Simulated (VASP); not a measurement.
# MgI2 in VASP: single point with revPBE+D3(BJ)

Aim: the single point of MgI2 with revPBE+D3(BJ).

All numbers are computed with VASP 6.6.1; they aren't measurements. Logs are shortened: lines on timing, memory, paths and dates and some standing lists are left out, and cuts for length are marked.

## Step 1: The cell of the first run

The cell holds a sheet with vacuum, 3 atoms: a = 4.117 Å, b = 4.117 Å, c = 30.600 Å, α = 90.00°, β = 90.00°, γ = 120.00°.

## Step 2: Single point, revPBE+D3(BJ)

Contents of INCAR:

```
PREC = Accurate ; ENCUT = 520
EDIFF = 1E-6 ; ISMEAR = 0
SIGMA = 0.03 ; LREAL = False
LASPH = True ; NELM = 120
ALGO = Normal ; ISIF = 2
LWAVE = False ; LCHARG = True
LDIPOL = True ; IDIPOL = 3
DIPOL = 0.5 0.5 0.284 ; GGA = RE
IVDW = 12 ; LELF = True
LVHAR = True ; LVACPOTAV = True
NBANDS = 15 ; GGA_COMPAT = False
NELMDL = -8
```

Contents of KPOINTS:

```
Automatic mesh
0
Gamma
  12 12 1
```

Contents of POSCAR:

```
MgI2
1.0
    4.1170235157      0.0000000000      0.0000000000
   -2.0585117579      3.5654469526      0.0000000000
    0.0000000000      0.0000000000     30.5999999982
I Mg
2 1
Direct
    0.3333333333      0.6666666667      0.2290338258
    0.6666666667      0.3333333333      0.3395936253
    0.0000000000      0.0000000000      0.2843137255
```

Potentials or basis: VASP PAW PBE potentials, release 64 (I, Mg).

Started as:

```
$ cat potpaw_PBE.64/I/POTCAR potpaw_PBE.64/Mg/POTCAR > POTCAR
$ mpirun -np 1 vasp_std > vasp.out
```

OUTCAR:

```text
PREC = Accurate
   ENCUT = 520
   EDIFF = 1E-6
   ISMEAR = 0
   LREAL = False
   LASPH = True
   NELM = 120
   ISIF = 2
   GGA = RE
   IVDW = 12
   NELMDL = -8
 IVDW          = 12

 ion  position               nearest neighbor table
   1  0.333  0.667  0.229-   3 2.92   3 2.92   3 2.92
   2  0.667  0.333  0.340-   3 2.92   3 2.92   3 2.92
   3  0.000  0.000  0.284-   1 2.92   1 2.92   1 2.92   2 2.92   2 2.92   2 2.92

  LATTYP: Found a hexagonal cell.
 ALAT       =     4.1170235157
 C/A-ratio  =     7.4325540968

  Lattice vectors:

 A1 = (   4.1170235157,   0.0000000000,   0.0000000000)
 A2 = (  -2.0585117579,   3.5654469526,   0.0000000000)
 A3 = (   0.0000000000,   0.0000000000,  30.5999999982)

Analysis of symmetry for initial positions (statically):
=====================================================================
 Subroutine PRICEL returns:
 Original cell was already a primitive cell.

 Routine SETGRP: Setting up the symmetry group for a
 hexagonal supercell.

 Subroutine GETGRP returns: Found 12 space group operations
 (whereof  6 operations were pure point group operations)
 out of a pool of 24 trial point group operations.

The static configuration has the point symmetry C_3v.
 The point group associated with its full space group is D_3d.

Analysis of symmetry for dynamics (positions and initial velocities):
=====================================================================
 Subroutine PRICEL returns:
 Original cell was already a primitive cell.

 Routine SETGRP: Setting up the symmetry group for a
 hexagonal supercell.

 Subroutine GETGRP returns: Found 12 space group operations
 (whereof  6 operations were pure point group operations)
 out of a pool of 24 trial point group operations.

The dynamic configuration has the point symmetry C_3v.
 The point group associated with its full space group is D_3d.

 Subroutine INISYM returns: Found 12 space group operations
 (whereof  6 operations are pure point group operations),
 and found     1 'primitive' translations

----------------------------------------------------------------------------------------

                                     Primitive cell

  volume of cell :     449.1783

  direct lattice vectors                    reciprocal lattice vectors
     4.117023516  0.000000000  0.000000000     0.242893925  0.140234873  0.000000000
    -2.058511758  3.565446953  0.000000000     0.000000000  0.280469746  0.000000000
     0.000000000  0.000000000 30.599999998     0.000000000  0.000000000  0.032679739

[... 96 lines left out ...]
   IALGO  =     38    algorithm
   IMIX   =      4    mixing-type and parameters
     AMIX     =   0.40;   BMIX     =  1.00
     AMIX_MAG =   1.60;   BMIX_MAG =  1.00
  volume/ion in A,a.u.               =     149.73      1010.40
  Fermi-wavevector in a.u.,A,eV,Ry     =   0.538652  1.017905  3.947681  0.290146
  Thomas-Fermi vector in A             =   1.564978
   LORBIT       =      0    0 simple, 1 ext, 2 COOP (PROOUT), +10 PAW based schemes
   GGA     = RE    functional components
   LHFCALC =     F    Hartree Fock is set to
   AEXX    =    0.0000 exact exchange contribution
   IVDW    =    12    specifies the selected vdW correction
   LEPSILON=     F    determine dielectric tensor
   LRPA    =     F    only Hartree local field effects (RPA)
 non-spin polarized calculation
 Gauss-broadening in eV      SIGMA  =   0.03
  energy-cutoff  :      520.00
  volume of cell :      449.18
 maximum number of plane-waves:     12191
 NGX is ok and might be reduce to    32
   NGX = 15   NGY = 15   NGZ =113

 dipolmoment           0.000000      0.000000     -0.000002 electrons x Angstroem

 number of electron      16.0000002 magnetization

 dipolmoment           0.000000      0.000000      0.000002 electrons x Angstroem

 Free energy of the ion-electron system (eV)
  ---------------------------------------------------
  ext. energy  EPLUGINS =         0.00000000
  ---------------------------------------------------
  free energy    TOTEN  =        -7.11075050 eV

  energy without entropy =       -7.11075050  energy(sigma->0) =       -7.11075050

 E-fermi :  -4.1195     XC(G=0):  -2.1698

 val. band max:       -4.2821303724   @ k =   0.0000   0.0000   0.0000
 cond. band min:      -0.5704589684   @ k =   0.5000  -0.0000   0.0000
 fundamental gap:      3.7116714040
 Fermi energy:        -4.1195237184

 k-point     1 :       0.0000    0.0000    0.0000
  band No.  band energies     occupation
      1     -16.2135      2.00000
      2     -15.6996      2.00000
      3      -7.3790      2.00000
      4      -5.0677      2.00000
      5      -4.5492      2.00000
      6      -4.5492      2.00000
      7      -4.2821      2.00000
      8      -4.2821      2.00000
      9      -0.0937      0.00000
     10       0.7611      0.00000
     11       1.5364      0.00000
     12       1.6239      0.00000
     13       2.0221      0.00000
     14       2.3084      0.00000
[... 311 lines left out ...]
      2     -15.3830      2.00000
      3      -7.4365      2.00000
      4      -6.7685      2.00000
      5      -6.7685      2.00000
      6      -6.2989      2.00000
      7      -5.1371      2.00000
      8      -5.1371      2.00000
      9       0.1777      0.00000
     10       2.1022      0.00000
     11       2.1022      0.00000
     12       3.7480      0.00000
     13       3.8597      0.00000
     14       4.2024      0.00000
     15       4.2024      0.00000

------------------------ aborting loop because EDIFF is reached ----------------------------------------

 Edisp (eV)   -1.40257

 E8    (eV) :    -1.0239

  FORCE on cell =-STRESS in cart. coord.  units (eV):
  Direction    XX          YY          ZZ          XY          YZ          ZX
  --------------------------------------------------------------------------------------
  -------------------------------------------------------------------------------------
  Total      -0.04422    -0.04422    -0.04925     0.00000     0.00000     0.00000
  in kB      -0.15774    -0.15774    -0.17568     0.00000     0.00000     0.00000
  external pressure =       -0.16 kB  Pullay stress =        0.00 kB

 VOLUME and BASIS-vectors are now :
 -----------------------------------------------------------------------------
  energy-cutoff  :      520.00
  volume of cell :      449.18
      direct lattice vectors                 reciprocal lattice vectors
     4.117023516  0.000000000  0.000000000     0.242893925  0.140234873  0.000000000
    -2.058511758  3.565446953  0.000000000     0.000000000  0.280469746  0.000000000
     0.000000000  0.000000000 30.599999998     0.000000000  0.000000000  0.032679739

 POSITION                                       TOTAL-FORCE (eV/Angst)
 -----------------------------------------------------------------------------------
     -0.00000      2.37696      7.00844         0.000000      0.000000      0.013499
      2.05851      1.18848     10.39156        -0.000000      0.000000     -0.013499
      0.00000      0.00000      8.70000        -0.000000      0.000000      0.000000
 -----------------------------------------------------------------------------------
    total drift:                                0.000000     -0.000000      0.000010

  FREE ENERGIE OF THE ION-ELECTRON SYSTEM (eV)
  ---------------------------------------------------
  free  energy   TOTEN  =        -8.5133230581 eV

  energy  without entropy=       -8.5133230581  energy(sigma->0) =       -8.51332306

 vacuum level on the upper side and lower side of the slab         1.954         1.954
```

Wall time 5.3 min (1 thread of Intel Xeon Platinum 8375C at 2.90GHz (Ice Lake), shared host); peak memory 0.6 GiB.

Results:

| Quantity | Value |
| --- | --- |
| Free energy | -8.5133 eV |
| Largest force | 0.013 eV/Å |
| Band gap on the k mesh | 3.71 eV (least direct gap 4.19 eV) |
| Dispersion energy per atom | -0.468 eV |

Forces in eV/Å, atoms in the order of the input:
```
I    0.000  0.000  0.013
I    0.000  0.000 -0.013
Mg   0.000  0.000  0.000
```

Caveat: the PAW data sets were made with another functional, which shifts forces and pressure a little; spin-orbit coupling is left out, which moves the levels of the heavy elements.
